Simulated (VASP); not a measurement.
# FeSb (P6_3/mmc) in VASP: notebook

FeSb is run at these levels: LDA; tasks: single point.

Program: VASP 6.6.1. These are calculated values, not measurements. Logs are shortened: lines on timing, memory, paths and dates and some standing lists are left out, and cuts for length are marked.

## Step 1: The cell of the first run

The structure is hexagonal, space group P6_3/mmc (No. 194). Conventional cell: a = 3.891 Å, b = 3.891 Å, c = 4.916 Å, α = 90.00°, β = 90.00°, γ = 120.00°. Within 3.2 Å of Fe (site symmetry -3m) lie 2 Fe at 2.46 Å and 6 Sb at 2.56 Å. Sb (site symmetry -6m2) has 6 Fe at 2.56 Å and 6 Sb at 3.33 Å within 3.4 Å.

## Step 2: Single point, LDA, collinear spin, ferromagnetic start (16.11 Å³/atom)

INCAR reads:

```
ALGO = Normal
EDIFF = 1E-6
ENCUT = 520
GGA = CA
ISIF = 2
ISMEAR = -1
ISPIN = 2
LASPH = True
LCHARG = False
LMAXMIX = 4
LORBIT = 11
LREAL = False
LWAVE = False
MAGMOM = 3 3 0 0
NBANDS = 25
NELM = 150
PREC = Accurate
SIGMA = 0.1
```

KPOINTS reads:

```
k-points
0
Gamma
  8 8 6
```

POSCAR reads:

```
FeSb
1.0
    3.8906329239      0.0000000000      0.0000000000
   -1.9453164620      3.3693869490      0.0000000000
    0.0000000000      0.0000000000      4.9159967734
Fe Sb
2 2
Direct
    0.0000000000      0.0000000000      0.0000000000
    0.0000000000      0.0000000000      0.5000000000
    0.3333333333      0.6666666667      0.2500000000
    0.6666666667      0.3333333333      0.7500000000
```

Potentials or basis: VASP PAW LDA potentials, release 64 (Fe, Sb).

Launch:

```console
$ cat potpaw_LDA.64/Fe/POTCAR potpaw_LDA.64/Sb/POTCAR > POTCAR
$ mpirun -np 1 vasp_std > vasp.out
```

OUTCAR:

```text
EDIFF = 1E-6
   ENCUT = 520
   GGA = CA
   ISIF = 2
   ISMEAR = -1
   ISPIN = 2
   LASPH = True
   LORBIT = 11
   LREAL = False
   NELM = 150
   PREC = Accurate

 ion  position               nearest neighbor table
   1  0.000  0.000  0.000-   2 2.46   2 2.46   4 2.56   3 2.56   4 2.56   3 2.56   4 2.56   3 2.56

   2  0.000  0.000  0.500-   1 2.46   1 2.46   4 2.56   3 2.56   4 2.56   3 2.56   4 2.56   3 2.56

   3  0.333  0.667  0.250-   1 2.56   2 2.56   1 2.56   2 2.56   1 2.56   2 2.56   4 3.33   4 3.33
                             4 3.33   4 3.33   4 3.33   4 3.33
   4  0.667  0.333  0.750-   1 2.56   2 2.56   1 2.56   2 2.56   1 2.56   2 2.56   3 3.33   3 3.33
                             3 3.33   3 3.33   3 3.33   3 3.33

  LATTYP: Found a hexagonal cell.
 ALAT       =     3.8906329239
 C/A-ratio  =     1.2635467981

  Lattice vectors:

 A1 = (   3.8906329239,   0.0000000000,   0.0000000000)
 A2 = (  -1.9453164620,   3.3693869490,   0.0000000000)
 A3 = (   0.0000000000,   0.0000000000,   4.9159967734)

Analysis of symmetry for initial positions (statically):
=====================================================================
 Subroutine PRICEL returns:
 Original cell was already a primitive cell.

 Routine SETGRP: Setting up the symmetry group for a
 hexagonal supercell.

 Subroutine GETGRP returns: Found 24 space group operations
 (whereof 12 operations were pure point group operations)
 out of a pool of 24 trial point group operations.

The static configuration has the point symmetry D_3d.
 The point group associated with its full space group is D_6h.

Analysis of symmetry for dynamics (positions and initial velocities):
=====================================================================
 Subroutine PRICEL returns:
 Original cell was already a primitive cell.

 Routine SETGRP: Setting up the symmetry group for a
 hexagonal supercell.

 Subroutine GETGRP returns: Found 24 space group operations
 (whereof 12 operations were pure point group operations)
 out of a pool of 24 trial point group operations.

The dynamic configuration has the point symmetry D_3d.
 The point group associated with its full space group is D_6h.

Analysis of structural, dynamic, and magnetic symmetry:
=====================================================================
 Subroutine PRICEL returns:
 Original cell was already a primitive cell.

 Routine SETGRP: Setting up the symmetry group for a
 hexagonal supercell.

 Subroutine GETGRP returns: Found 24 space group operations
 (whereof 12 operations were pure point group operations)
 out of a pool of 24 trial point group operations.

The overall configuration has the point symmetry D_3d.
 The point group associated with its full space group is D_6h.

 Subroutine INISYM returns: Found 24 space group operations
 (whereof 12 operations are pure point group operations),
 and found     1 'primitive' translations

----------------------------------------------------------------------------------------

                                     Primitive cell

  volume of cell :      64.4440

  direct lattice vectors                    reciprocal lattice vectors
     3.890632924  0.000000000  0.000000000     0.257027589  0.148394948  0.000000000
    -1.945316462  3.369386949  0.000000000     0.000000000  0.296789895  0.000000000
     0.000000000  0.000000000  4.915996773     0.000000000  0.000000000  0.203417546

  length of vectors
     3.890632924  3.890632924  4.915996773     0.296789895  0.296789895  0.203417546

  position of ions in fractional coordinates (direct lattice)
     0.000000000  0.000000000  0.000000000
     0.000000000  0.000000000  0.500000000
     0.333333333  0.666666667  0.250000000
     0.666666667  0.333333333  0.750000000

  ion indices of the primitive-cell ions
   primitive index   ion index
                 1           1
                 2           2
                 3           3
                 4           4

----------------------------------------------------------------------------------------

 KPOINTS: k-points

Automatic generation of k-mesh.
 Grid dimensions read from file:
 generate k-points for:    8    8    6

 Generating k-lattice:

  Cartesian coordinates                     Fractional coordinates (reciprocal lattice)
     0.032128449  0.018549368  0.000000000     0.125000000  0.000000000  0.000000000
     0.000000000  0.037098737  0.000000000     0.000000000  0.125000000  0.000000000
     0.000000000  0.000000000  0.033902924     0.000000000  0.000000000  0.166666667

  Length of vectors
     0.037098737  0.037098737  0.033902924

  Shift w.r.t. Gamma in fractional coordinates (k-lattice)
     0.000000000  0.000000000  0.000000000

 Subroutine IBZKPT returns following result:
 ===========================================

 Found     40 irreducible k-points:

 Following reciprocal coordinates:
            Coordinates               Weight
  0.000000  0.000000  0.000000      1.000000
  0.125000 -0.000000  0.000000      6.000000
  0.250000 -0.000000  0.000000      6.000000
  0.375000  0.000000  0.000000      6.000000
  0.500000 -0.000000  0.000000      3.000000
  0.125000  0.125000  0.000000      6.000000
[... 16 lines left out ...]
  0.250000 -0.000000  0.333333     12.000000
  0.375000  0.000000  0.333333     12.000000
 [... further k-points ...]
   k-points           NKPTS =     40   k-points in BZ     NKDIM =     40   number of bands    NBANDS=     25
   number of dos      NEDOS =    301   number of ions     NIONS =      4
   total plane-waves  NPLWV =  36000
   dimension x,y,z NGX =    30 NGY =   30 NGZ =   40
   dimension x,y,z NGXF=    60 NGYF=   60 NGZF=   80
   ions per type =               2   2
   NGX,Y,Z   is equivalent  to a cutoff of  12.82, 12.82, 13.53 a.u.
   NGXF,Y,Z  is equivalent  to a cutoff of  25.64, 25.64, 27.05 a.u.
 SYSTEM =  unknown system
   PREC   = accura    normal or accurate (medium, high low for compatibility)
   ISTART =      0    job   : 0-new  1-cont  2-samecut
   ICHARG =      2    charge: 1-file 2-atom 10-const
   ISPIN  =      2    spin polarized calculation?
   LNONCOLLINEAR =      F non collinear calculations
   LSORBIT =      F    spin-orbit coupling
   LASPH  =      T    aspherical Exc in radial PAW
   ENCUT  =  520.0 eV  38.22 Ry    6.18 a.u.   7.23  7.23  9.14*2*pi/ulx,y,z
   NELM   =    150;   NELMIN=  2; NELMDL= -5     # of ELM steps
   EDIFF  = 0.1E-05   stopping-criterion for ELM
   LREAL  =      F    real-space projection
   EDIFFG = 0.1E-04   stopping-criterion for IOM
   NSW    =      0    number of steps for IOM
   IBRION =     -1    ionic relax: 0-MD 1-quasi-New 2-CG
   NFREE  =      0    steps in history (QN), initial steepest desc. (CG)
   ISIF   =      2    stress and relaxation
   ISYM   =      2    0-nonsym 1-usesym 2-fastsym
   POTIM  = 0.5000    time-step for ionic-motion
   TEBEG  =    0.0;   TEEND  =   0.0 temperature during run
   PSTRESS=    0.0 pullay stress
   NELECT =      26.0000    total number of electrons
   NUPDOWN=      -1.0000    fix difference up-down
   EMIN   =  10.00;   EMAX   =-10.00  energy-range for DOS
   EFERMI =   0.00;   METHOD = LEGACY
   ISMEAR =    -1;   SIGMA  =   0.10  broadening in eV -4-tet -1-fermi 0-gaus
   EFERMI_NEDOS =   21; number of points for ismear=-14 and -15
   IALGO  =     38    algorithm
   IMIX   =      4    mixing-type and parameters
     AMIX     =   0.40;   BMIX     =  1.00
     AMIX_MAG =   1.60;   BMIX_MAG =  1.00
  volume/ion in A,a.u.               =      16.11       108.72
  Fermi-wavevector in a.u.,A,eV,Ry     =   1.209683  2.285970 19.909865  1.463334
  Thomas-Fermi vector in A             =   2.345253
   LORBIT       =     11    0 simple, 1 ext, 2 COOP (PROOUT), +10 PAW based schemes
   GGA     = CA    functional components
   LHFCALC =     F    Hartree Fock is set to
   AEXX    =    0.0000 exact exchange contribution
   IVDW    =     0    specifies the selected vdW correction
   LEPSILON=     F    determine dielectric tensor
   LRPA    =     F    only Hartree local field effects (RPA)
 spin polarized calculation
  energy-cutoff  :      520.00
  volume of cell :       64.44
 maximum number of plane-waves:      1765
 NGX is ok and might be reduce to    30
   NGX = 15   NGY = 15   NGZ = 19

 number of electron      26.0000006 magnetization       1.7867470

 Free energy of the ion-electron system (eV)
  ---------------------------------------------------
  ext. energy  EPLUGINS =         0.00000000
  ---------------------------------------------------
  free energy    TOTEN  =       -28.58279989 eV

  energy without entropy =      -28.46748532  energy(sigma->0) =      -28.52514260

 E-fermi :   9.4390     XC(G=0): -12.0668

 val. band max:        9.4373787332   @ k =   0.1250  -0.0000   0.1667
 cond. band min:       9.4452476628   @ k =   0.1250   0.1250   0.1667
 fundamental gap:      0.0078689296
 Fermi energy:         9.4390418991

 spin component 1

 k-point     1 :       0.0000    0.0000    0.0000
  band No.  band energies     occupation
      1      -3.6936      1.00000
      2       1.4581      1.00000
      3       3.3220      1.00000
      4       5.4319      1.00000
      5       5.4319      1.00000
      6       6.3839      1.00000
[... 661 lines left out ...]
     24      20.3761      0.00000
     25      20.8618      0.00000

 [... further k-points ...]

 spin component 2

 k-point     1 :       0.0000    0.0000    0.0000
  band No.  band energies     occupation
      1      -3.6800      1.00000
      2       1.4542      1.00000
      3       3.4116      1.00000
      4       5.7837      1.00000
      5       5.7837      1.00000
      6       6.9334      1.00000
[... 661 lines left out ...]
     24      20.4634      0.00000
     25      20.9703      0.00000

 [... further k-points ...]

------------------------ aborting loop because EDIFF is reached ----------------------------------------

  FORCE on cell =-STRESS in cart. coord.  units (eV):
  Direction    XX          YY          ZZ          XY          YZ          ZX
  --------------------------------------------------------------------------------------
  -------------------------------------------------------------------------------------
  Total        0.3043011      0.3043011      0.5333272     -0.0000000      0.0000000     -0.0000000
  in kB        7.5653916      7.5653916     13.2593294     -0.0000000      0.0000000     -0.0000000
  external PRESSURE =       9.4633709 kB  Pullay stress =       0.0000000 kB

 VOLUME and BASIS-vectors are now :
 -----------------------------------------------------------------------------
  energy-cutoff  :      520.00
  volume of cell :       64.44
      direct lattice vectors                 reciprocal lattice vectors
     3.890632924  0.000000000  0.000000000     0.257027589  0.148394948  0.000000000
    -1.945316462  3.369386949  0.000000000     0.000000000  0.296789895  0.000000000
     0.000000000  0.000000000  4.915996773     0.000000000  0.000000000  0.203417546

 POSITION                                       TOTAL-FORCE (eV/Angst)
 -----------------------------------------------------------------------------------
      0.00000      0.00000      0.00000        -0.000000      0.000000      0.000000
      0.00000      0.00000      2.45800        -0.000000      0.000000      0.000000
     -0.00000      2.24626      1.22900         0.000000     -0.000000     -0.000000
      1.94532      1.12313      3.68700        -0.000000      0.000000      0.000000
 -----------------------------------------------------------------------------------
    total drift:                                0.000000     -0.000000     -0.000000

  FREE ENERGIE OF THE ION-ELECTRON SYSTEM (eV)
  ---------------------------------------------------
  free  energy   TOTEN  =       -28.5827998851 eV

  energy  without entropy=      -28.4674853205  energy(sigma->0) =      -28.52514260

 total charge

# of ion       s       p       d       tot
------------------------------------------
    1        0.449   0.524   6.543   7.517
    2        0.449   0.524   6.543   7.517
    3        1.117   1.318   0.103   2.538
    4        1.117   1.318   0.103   2.538
--------------------------------------------------
tot          3.133   3.683  13.294  20.110

 magnetization (x)

# of ion       s       p       d       tot
------------------------------------------
    1        0.005   0.002   0.935   0.942
    2        0.005   0.002   0.935   0.942
    3       -0.003  -0.036  -0.002  -0.041
    4       -0.003  -0.036  -0.002  -0.041
--------------------------------------------------
tot          0.005  -0.068   1.866   1.803
```

Run time: 4.3 min. Hardware: 1 thread of Intel Xeon 8259CL, shared host; peak memory 0.23 GiB.

Results:

| Quantity | Value |
| --- | --- |
| Free energy | -28.5828 eV |
| Pressure | 0.9 GPa |
| Net moment | 1.79 μB per cell |
| Site moments | Fe +0.94; Sb -0.04 μB |
| Valence electrons inside the program's atomic spheres | Fe 7.52; Sb 2.54 |

Caveat: spin-orbit coupling is left out, which moves the levels of the heavy elements; the run started ferromagnetic, and an antiferromagnetic order may lie lower in energy.

(Continued in part 2 of 2.)
